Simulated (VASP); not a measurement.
Crystal: Si.

```
CELL_PARAMETERS angstrom
0.00000 2.71535 2.71535
2.71535 0.00000 2.71535
2.71535 2.71535 0.00000
ATOMIC_POSITIONS crystal
Si 0.50000 0.50000 0.50000
Si 0.75000 0.75000 0.75000
```

* Program: VASP 6.6.1
* Task: relaxation of cell and atoms
* Functional: BLYP
* Potentials or basis: VASP PAW PBE potentials, release 64 (Si)
* Cutoff: 600 eV
* k mesh: 6 × 6 × 6
* Occupations: fermi-dirac, width 0.05 eV
* Spin: no spin polarisation

At the start: pressure 5.2 GPa; volume 20.02 Å³/atom.

Q: How do energy, volume and symmetry change on relaxing?

A: Over 3 steps the energy falls by 18.2 meV/atom and the volume is 21.21 Å³/atom (+5.9 %); space group Fd-3m (No. 227, to 0.05 Å).

Step by step:
```tsv
step	energy change (eV)	largest force (eV/Å)	pressure (GPa)	volume (Å³)
1	0.0000	0.0000	5.16	40.04
2	-0.0245	0.0000	-2.48	43.89
3	-0.0363	0.0000	0.00	42.42
```

Final structure:
```
CELL_PARAMETERS angstrom
0.00000 2.76812 2.76812
2.76812 0.00000 2.76812
2.76812 2.76812 0.00000
ATOMIC_POSITIONS crystal
Si 0.50000 0.50000 0.50000
Si 0.75000 0.75000 0.75000
```

Caveat: the PAW data sets were made with another functional, which shifts forces and pressure a little.
